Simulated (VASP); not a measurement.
# ZnCd3Se3S (R3m) in VASP: notebook

ZnCd3Se3S is run at these levels: PBE; tasks: single point, relaxation of cell and atoms.

All numbers are computed with VASP 6.6.1; they aren't measurements. Logs are shortened: lines on timing, memory, paths and dates and some standing lists are left out, and cuts for length are marked.

## Step 1: The cell of the first run

It takes space group R3m (No. 160, trigonal). The conventional cell has a = 8.528 Å, b = 8.528 Å, c = 10.418 Å, α = 90.00°, β = 90.00°, γ = 120.00°. Within 3.2 Å of Zn (site symmetry 3m) lie 1 S at 2.42 Å and 3 Se at 2.50 Å. Within 3.4 Å of Cd (site symmetry m) lie 1 S at 2.59 Å and 3 Se at 2.67 to 2.68 Å. Within 3.3 Å of Se (site symmetry m) lie 1 Zn at 2.50 Å and 3 Cd at 2.67 to 2.68 Å. Within 3.2 Å of S (site symmetry 3m) lie 1 Zn at 2.42 Å and 3 Cd at 2.59 Å.

## Step 2: Single point, PBE

The input, INCAR:

```
ALGO = Normal ; EDIFF = 1E-7
ENCUT = 520 ; GGA = PE
ISIF = 2 ; ISMEAR = 0
LASPH = T ; LCHARG = F
LREAL = F ; LWAVE = F
NBANDS = 46 ; NELM = 100
PREC = Accurate ; SIGMA = 0.15
```

The input, KPOINTS:

```
k-points
0
Gamma
  2 2 2
```

The input, POSCAR:

```
ZnCd3Se3S
1.0
    4.2640201038      2.4618331531      3.4727462179
   -4.2640201038      2.4618331531      3.4727462179
    0.0000000000     -4.9236663113      3.4727462143
Zn Cd Se S
1 3 3 1
Direct
   -0.0053530502     -0.0053530502     -0.0053530502
    0.5067046127     -0.0062871386      0.5067046127
   -0.0062871386      0.5067046127      0.5067046127
    0.5067046127      0.5067046127     -0.0062871386
    0.2374635111      0.7614333894      0.2374635111
    0.7614333894      0.2374635111      0.2374635111
    0.2374635111      0.2374635111      0.7614333894
    0.7618905518      0.7618905518      0.7618905518
```

Potentials or basis: VASP PAW PBE potentials, release 64 (Zn, Cd, Se, S).

The run is started by

```
$ cat potpaw_PBE.64/Zn/POTCAR potpaw_PBE.64/Cd/POTCAR potpaw_PBE.64/Se/POTCAR potpaw_PBE.64/S/POTCAR > POTCAR
$ mpirun -np 1 vasp_std > vasp.out
```

OUTCAR:

```text
EDIFF = 1E-7
   ENCUT = 520
   GGA = PE
   ISIF = 2
   ISMEAR = 0
   LASPH = T
   LREAL = F
   NELM = 100
   PREC = Accurate

 ion  position               nearest neighbor table
   1  0.995  0.995  0.995-   8 2.42   6 2.50   5 2.50   7 2.50
   2  0.507  0.994  0.507-   8 2.59   7 2.67   6 2.67   5 2.68
   3  0.994  0.507  0.507-   8 2.59   7 2.67   5 2.67   6 2.68
   4  0.507  0.507  0.994-   8 2.59   6 2.67   5 2.67   7 2.68
   5  0.237  0.761  0.237-   1 2.50   4 2.67   3 2.67   2 2.68
   6  0.761  0.237  0.237-   1 2.50   4 2.67   2 2.67   3 2.68
   7  0.237  0.237  0.761-   1 2.50   2 2.67   3 2.67   4 2.68
   8  0.762  0.762  0.762-   1 2.42   2 2.59   3 2.59   4 2.59

  LATTYP: Found a trigonal (rhomboedric) cell.
 ALAT       =     6.0251519660
 COS(alpha) =    -0.0016880036

  Lattice vectors:

 A1 = (   4.2640201038,   2.4618331531,   3.4727462179)
 A2 = (  -4.2640201038,   2.4618331531,   3.4727462179)
 A3 = (   0.0000000000,  -4.9236663113,   3.4727462143)

Analysis of symmetry for initial positions (statically):
=====================================================================
 Subroutine PRICEL returns:
 Original cell was already a primitive cell.

 Routine SETGRP: Setting up the symmetry group for a
 trigonal (rhombohedral) supercell.

 Subroutine GETGRP returns: Found  6 space group operations
 (whereof  6 operations were pure point group operations)
 out of a pool of 12 trial point group operations.

The static configuration has the point symmetry C_3v.

Analysis of symmetry for dynamics (positions and initial velocities):
=====================================================================
 Subroutine PRICEL returns:
 Original cell was already a primitive cell.

 Routine SETGRP: Setting up the symmetry group for a
 trigonal (rhombohedral) supercell.

 Subroutine GETGRP returns: Found  6 space group operations
 (whereof  6 operations were pure point group operations)
 out of a pool of 12 trial point group operations.

The dynamic configuration has the point symmetry C_3v.

 Subroutine INISYM returns: Found  6 space group operations
 (whereof  6 operations are pure point group operations),
 and found     1 'primitive' translations

----------------------------------------------------------------------------------------

[... 86 lines left out ...]
   NSW    =      0    number of steps for IOM
   IBRION =     -1    ionic relax: 0-MD 1-quasi-New 2-CG
   NFREE  =      0    steps in history (QN), initial steepest desc. (CG)
   ISIF   =      2    stress and relaxation
   ISYM   =      2    0-nonsym 1-usesym 2-fastsym
   POTIM  = 0.5000    time-step for ionic-motion
   TEBEG  =    0.0;   TEEND  =   0.0 temperature during run
   PSTRESS=    0.0 pullay stress
   NELECT =      72.0000    total number of electrons
   NUPDOWN=      -1.0000    fix difference up-down
   EMIN   =  10.00;   EMAX   =-10.00  energy-range for DOS
   EFERMI =   0.00;   METHOD = LEGACY
   ISMEAR =     0;   SIGMA  =   0.15  broadening in eV -4-tet -1-fermi 0-gaus
   EFERMI_NEDOS =   21; number of points for ismear=-14 and -15
   IALGO  =     38    algorithm
   IMIX   =      4    mixing-type and parameters
     AMIX     =   0.40;   BMIX     =  1.00
     AMIX_MAG =   1.60;   BMIX_MAG =  1.00
  volume/ion in A,a.u.               =      27.34       184.51
  Fermi-wavevector in a.u.,A,eV,Ry     =   1.130364  2.136078 17.384470  1.277723
  Thomas-Fermi vector in A             =   2.267060
   LORBIT       =      0    0 simple, 1 ext, 2 COOP (PROOUT), +10 PAW based schemes
   GGA     = PE    functional components
   LHFCALC =     F    Hartree Fock is set to
   AEXX    =    0.0000 exact exchange contribution
   IVDW    =     0    specifies the selected vdW correction
   LEPSILON=     F    determine dielectric tensor
   LRPA    =     F    only Hartree local field effects (RPA)
 non-spin polarized calculation
 Gauss-broadening in eV      SIGMA  =   0.15
  energy-cutoff  :      520.00
  volume of cell :      218.73
 maximum number of plane-waves:      5904
 NGX is ok and might be reduce to    48
   NGX = 23   NGY = 23   NGZ = 23

 number of electron      71.9999978 magnetization

 Free energy of the ion-electron system (eV)
  ---------------------------------------------------
  ext. energy  EPLUGINS =         0.00000000
  ---------------------------------------------------
  free energy    TOTEN  =       -22.89781034 eV

  energy without entropy =      -22.89760792  energy(sigma->0) =      -22.89770913

 E-fermi :   1.1597     XC(G=0):  -8.8041

 val. band max:        0.8207916981   @ k =   0.0000   0.0000   0.0000
 cond. band min:       1.4844027319   @ k =   0.0000   0.0000   0.0000
 fundamental gap:      0.6636110338
 Fermi energy:         1.1597256715

 k-point     1 :       0.0000    0.0000    0.0000
  band No.  band energies     occupation
      1     -11.5964      2.00000
      2     -11.0141      2.00000
      3     -11.0141      2.00000
      4     -11.0057      2.00000
      5      -6.9305      2.00000
      6      -6.9305      2.00000
[... 185 lines left out ...]
     45       7.2309      0.00000
     46       7.5602      0.00000

------------------------ aborting loop because EDIFF is reached ----------------------------------------

  FORCE on cell =-STRESS in cart. coord.  units (eV):
  Direction    XX          YY          ZZ          XY          YZ          ZX
  --------------------------------------------------------------------------------------
  -------------------------------------------------------------------------------------
  Total        0.0799133      0.0799133     -0.2489842     -0.0000000      0.0000000     -0.0000000
  in kB        0.5853657      0.5853657     -1.8238127     -0.0000000      0.0000000     -0.0000000
  external PRESSURE =      -0.2176937 kB  Pullay stress =       0.0000000 kB

 VOLUME and BASIS-vectors are now :
 -----------------------------------------------------------------------------
  energy-cutoff  :      520.00
  volume of cell :      218.73
      direct lattice vectors                 reciprocal lattice vectors
     4.264020104  2.461833153  3.472746218     0.117260235  0.067700228  0.095985515
    -4.264020104  2.461833153  3.472746218    -0.117260235  0.067700228  0.095985515
     0.000000000 -4.923666311  3.472746214     0.000000000 -0.135400457  0.095985515

 POSITION                                       TOTAL-FORCE (eV/Angst)
 -----------------------------------------------------------------------------------
      0.00000     -0.00000     10.36247         0.000000      0.000000     -0.082878
     -2.07661      1.19893      6.97023        -0.034129      0.019704     -0.010995
      2.07661      1.19893      6.97023         0.034129      0.019704     -0.010995
      0.00000     -2.39787      6.97023         0.000000     -0.039409     -0.010995
     -2.23422      1.28993      4.29357         0.011908     -0.006875      0.007050
      2.23422      1.28993      4.29357        -0.011908     -0.006875      0.007050
      0.00000     -2.57985      4.29357         0.000000      0.013750      0.007050
      0.00000     -0.00000      7.93756         0.000000     -0.000000      0.094713
 -----------------------------------------------------------------------------------
    total drift:                                0.000000     -0.000000     -0.000190

  FREE ENERGIE OF THE ION-ELECTRON SYSTEM (eV)
  ---------------------------------------------------
  free  energy   TOTEN  =       -22.8978103435 eV

  energy  without entropy=      -22.8976079169  energy(sigma->0) =      -22.89770913
```

stdout:

```text
POSCAR found type information on POSCAR ZnCdSeS
 POSCAR found :  4 types and       8 ions
 scaLAPACK will be used
 LDA part: xc-table for (Slater+PW92), standard interpolation
 POSCAR, INCAR and KPOINTS ok, starting setup
 FFT: planning ... GRIDC
 FFT: planning ... GRID_SOFT
 FFT: planning ... GRID
 WAVECAR not read
 entering main loop
```

It took 1.9 min on 1 thread of Intel Xeon 8259CL, shared host; peak memory 0.34 GiB.

Results:

```yaml
Free_energy: -22.8978 eV
Pressure: 0.0 GPa
Largest_force: 0.095 eV/Å
Band_gap_on_the_k_mesh: 0.66 eV
```

Forces in eV/Å, atoms in the order of the input:
```
Zn   0.000  0.000 -0.083
Cd  -0.034  0.020 -0.011
Cd   0.034  0.020 -0.011
Cd   0.000 -0.039 -0.011
Se   0.012 -0.007  0.007
Se  -0.012 -0.007  0.007
Se   0.000  0.014  0.007
S    0.000  0.000  0.095
```

Levels at points of the mesh, in eV from the valence-band top:
```
           k point  band 32  band 33  band 34  band 35  band 36  band 37  band 38  band 39  band 40  band 41
(0.00, 0.00, 0.00)    -1.71    -1.64    -0.04    -0.04     0.00     0.66     3.17     3.17     3.48     3.58
(0.50, 0.00, 0.00)    -2.10    -1.20    -1.06    -0.90    -0.74     3.18     3.35     4.25     4.33     4.84
(0.50, 0.50, 0.00)    -1.76    -0.98    -0.88    -0.71    -0.44     3.42     3.80     3.88     3.90     5.59
(0.50, 0.50, 0.50)    -0.72    -0.72    -0.60    -0.44    -0.44     2.24     2.40     2.51     2.51     6.24
```

Caveat: the k points lie up to 0.52 Å⁻¹ apart.

## Step 3: Relaxation of cell and atoms, PBE

This run uses another cell than the first one, of 25.65 Å³/atom.

The input, INCAR:

```
PREC = Accurate
ENCUT = 600
EDIFF = 1E-6
ISMEAR = 0
SIGMA = 0.15
LREAL = False
LASPH = True
NELM = 60
ALGO = Normal
ISIF = 3
LWAVE = False
LCHARG = False
GGA = PE
IBRION = 2
NSW = 36
EDIFFG = -0.08
```

The input, KPOINTS:

```
regular mesh
0
Gamma
  2 2 2
```

The input, POSCAR:

```
ZnCd3Se3S
1.0
    4.1700000000      2.4075506200      3.4066666700
   -4.1700000000      2.4075506200      3.4066666700
    0.0000000000     -4.8151012500      3.4066666700
Zn Cd Se S
1 3 3 1
Direct
    0.0000000000      0.0000000000      0.0000000000
    0.5000000000      0.0000100000      0.5000000000
    0.0000100000      0.5000000000      0.5000000000
    0.5000000000      0.5000000000      0.0000100000
    0.2500000000      0.7500100000      0.2500000000
    0.7500100000      0.2500000000      0.2500000000
    0.2500000000      0.2500000000      0.7500100000
    0.7500000000      0.7500000000      0.7500000000
```

Potentials or basis: VASP PAW PBE potentials, release 64 (Zn, Cd, Se, S).

The run is started by

```
$ cat potpaw_PBE.64/Zn/POTCAR potpaw_PBE.64/Cd/POTCAR potpaw_PBE.64/Se/POTCAR potpaw_PBE.64/S/POTCAR > POTCAR
$ mpirun -np 1 vasp_std > vasp.out
```

OUTCAR:

```text
PREC = Accurate
   ENCUT = 600
   EDIFF = 1E-6
   ISMEAR = 0
   LREAL = False
   LASPH = True
   NELM = 60
   ISIF = 3
   GGA = PE
   IBRION = 2
   NSW = 36
   EDIFFG = -0.08

 ion  position               nearest neighbor table
   1  0.000  0.000  0.000-   7 2.55   6 2.55   5 2.55   8 2.56
   2  0.500  0.000  0.500-   6 2.55   7 2.55   8 2.55   5 2.56
   3  0.000  0.500  0.500-   5 2.55   7 2.55   8 2.55   6 2.56
   4  0.500  0.500  0.000-   5 2.55   6 2.55   8 2.55   7 2.56
   5  0.250  0.750  0.250-   1 2.55   3 2.55   4 2.55   2 2.56
   6  0.750  0.250  0.250-   1 2.55   2 2.55   4 2.55   3 2.56
   7  0.250  0.250  0.750-   1 2.55   2 2.55   3 2.55   4 2.56
   8  0.750  0.750  0.750-   4 2.55   3 2.55   2 2.55   1 2.56

  LATTYP: Found a trigonal (rhomboedric) cell.
[... 182 lines left out ...]
  --------------------------------------------------------------------------------------
  -------------------------------------------------------------------------------------
  Total        5.5381842      5.5381842      6.2063104      0.0000000     -0.0000000     -0.0000000
  in kB       43.2399919     43.2399919     48.4564616      0.0000000     -0.0000000     -0.0000000
  external PRESSURE =      44.9788151 kB  Pullay stress =       0.0000000 kB
[... 281 lines left out ...]
--------------------------------------- Ionic step        8  -------------------------------------------

 number of electron      71.9999981 magnetization

 Free energy of the ion-electron system (eV)
  ---------------------------------------------------
  ext. energy  EPLUGINS =         0.00000000
  ---------------------------------------------------
  free energy    TOTEN  =       -22.89403875 eV

  energy without entropy =      -22.89382965  energy(sigma->0) =      -22.89393420

 E-fermi :   1.1516     XC(G=0):  -8.8005

 val. band max:        0.8134193794   @ k =   0.0000   0.0000   0.0000
 cond. band min:       1.4751871229   @ k =   0.0000   0.0000   0.0000
 fundamental gap:      0.6617677435
 Fermi energy:         1.1516182066

 k-point     1 :       0.0000    0.0000    0.0000
  band No.  band energies     occupation
      1     -11.5994      2.00000
      2     -11.0183      2.00000
      3     -11.0183      2.00000
      4     -11.0019      2.00000
      5      -6.9305      2.00000
      6      -6.9305      2.00000
[... 208 lines left out ...]
  FREE ENERGIE OF THE ION-ELECTRON SYSTEM (eV)
  ---------------------------------------------------
  free  energy   TOTEN  =       -22.8940387499 eV

  energy  without entropy=      -22.8938296473  energy(sigma->0) =      -22.89393420

 reached required accuracy - stopping structural energy minimisation
```

OSZICAR:

```text
N       E                     dE             d eps       ncg     rms          rms(c)
DAV:   1     0.626359762003E+03    0.62636E+03   -0.36582E+04   344   0.181E+03
DAV:   2     0.378413776579E+02   -0.58852E+03   -0.57174E+03   368   0.424E+02
DAV:   3    -0.222337638085E+02   -0.60075E+02   -0.59000E+02   396   0.134E+02
[... 76 lines left out ...]
DAV:   2    -0.228944206314E+02    0.95237E-03   -0.64434E-03   389   0.668E-01    0.124E-01
DAV:   3    -0.228941288571E+02    0.29177E-03   -0.55168E-04   367   0.148E-01    0.841E-02
DAV:   4    -0.228940425016E+02    0.86355E-04   -0.15249E-04   378   0.741E-02    0.197E-02
DAV:   5    -0.228940392726E+02    0.32290E-05   -0.27890E-05   362   0.353E-02    0.140E-02
DAV:   6    -0.228940387499E+02    0.52271E-06   -0.16352E-06   210   0.813E-03
   8 F= -.22894039E+02 E0= -.22893934E+02  d E =-.506075E-02
```

CONTCAR:

```text
ZnCd3Se3S
   1.00000000000000
     4.2688715393214087    2.4646341297647081    3.4676803666554905
    -4.2688715393214087    2.4646341297647081    3.4676803666554905
    -0.0000000000000000   -4.9292682699299446    3.4676803667698217
  Zn              Cd              Se              S
     1     3     3     1
Direct
     0.9941000501604265    0.9941000501604265    0.9941000501604284
     0.5062392367649643    0.9937293735508931    0.5062392367649585
     0.9937293735508931    0.5062392367649643    0.5062392367649585
     0.5062392367649650    0.5062392367649650    0.9937293735508957
     0.2374067690022452    0.7622753060569268    0.2374067690022539
     0.7622753060569268    0.2374067690022452    0.2374067690022539
     0.2374067690022451    0.2374067690022451    0.7622753060569226
     0.7626232586973404    0.7626232586973404    0.7626232586973349

  0.00000000E+00  0.00000000E+00  0.00000000E+00
  0.00000000E+00  0.00000000E+00  0.00000000E+00
  0.00000000E+00  0.00000000E+00  0.00000000E+00
  0.00000000E+00  0.00000000E+00  0.00000000E+00
  0.00000000E+00  0.00000000E+00  0.00000000E+00
  0.00000000E+00  0.00000000E+00  0.00000000E+00
  0.00000000E+00  0.00000000E+00  0.00000000E+00
  0.00000000E+00  0.00000000E+00  0.00000000E+00
```

Wall time 10 min (1 thread of Intel Xeon 8259CL, shared host); peak memory 0.37 GiB.

What came out:

| Item | Value |
| --- | --- |
| Free energy | -22.8940 eV |
| Relaxed volume | 27.36 Å³/atom |
| Relaxed cell | a = 6.027 Å, b = 6.027 Å, c = 6.027 Å, α = 90.20°, β = 90.20°, γ = 90.20° |
| Space group after relaxing (to 0.1 Å) | R3m (No. 160) |
| Energy gained by relaxing | 65.1 meV/atom |
| Ionic steps | 8 |
| Pressure after relaxing | -0.1 GPa |
| Largest force after relaxing | 0.051 eV/Å |
| Band gap on the k mesh | 0.66 eV |

Forces in eV/Å, atoms in the order of the input:
```
Zn   0.000  0.000 -0.048
Cd  -0.025  0.014  0.036
Cd   0.025  0.014  0.036
Cd   0.000 -0.029  0.036
Se   0.039 -0.023 -0.024
Se  -0.039 -0.023 -0.024
Se   0.000  0.045 -0.024
S    0.000  0.000  0.012
```

The path:
```tsv
step	energy change (eV)	largest force (eV/Å)	pressure (GPa)	volume (Å³)
1	0.0000	1.1938	4.50	205.21
2	-0.3809	0.4883	-1.52	227.34
3	-0.3858	0.5468	-1.02	224.79
4	-0.4704	0.4138	-0.57	221.88
5	-0.5157	0.1694	0.20	217.63
6	-0.5160	0.1905	0.15	217.94
7	-0.5207	0.0813	-0.05	218.66
8	-0.5211	0.0515	-0.10	218.91
```

Final structure:
```
CELL_PARAMETERS angstrom
4.26887 2.46463 3.46768
-4.26887 2.46463 3.46768
0.00000 -4.92927 3.46768
ATOMIC_POSITIONS crystal
Zn 0.99410 0.99410 0.99410
Cd 0.50624 0.99373 0.50624
Cd 0.99373 0.50624 0.50624
Cd 0.50624 0.50624 0.99373
Se 0.23741 0.76228 0.23741
Se 0.76228 0.23741 0.23741
Se 0.23741 0.23741 0.76228
S 0.76262 0.76262 0.76262
```

Levels at points of the mesh, in eV from the valence-band top:
| k point | band 33 | band 34 | band 35 | band 36 | band 37 | band 38 | band 39 | band 40 |
| --- | --- | --- | --- | --- | --- | --- | --- | --- |
| (0.00, 0.00, 0.00) | -1.64 | -0.04 | -0.04 | 0.00 | 0.66 | 3.17 | 3.17 | 3.48 |
| (0.50, 0.00, 0.00) | -1.20 | -1.06 | -0.89 | -0.73 | 3.18 | 3.34 | 4.25 | 4.33 |
| (0.50, 0.50, 0.00) | -0.97 | -0.87 | -0.71 | -0.43 | 3.40 | 3.79 | 3.89 | 3.89 |
| (0.50, 0.50, 0.50) | -0.72 | -0.59 | -0.44 | -0.44 | 2.25 | 2.41 | 2.50 | 2.50 |

Caveat: the k points lie up to 0.52 Å⁻¹ apart in the final cell; the relaxation stopped at a loose force limit of 0.08 eV/Å, so its end isn't a converged minimum.
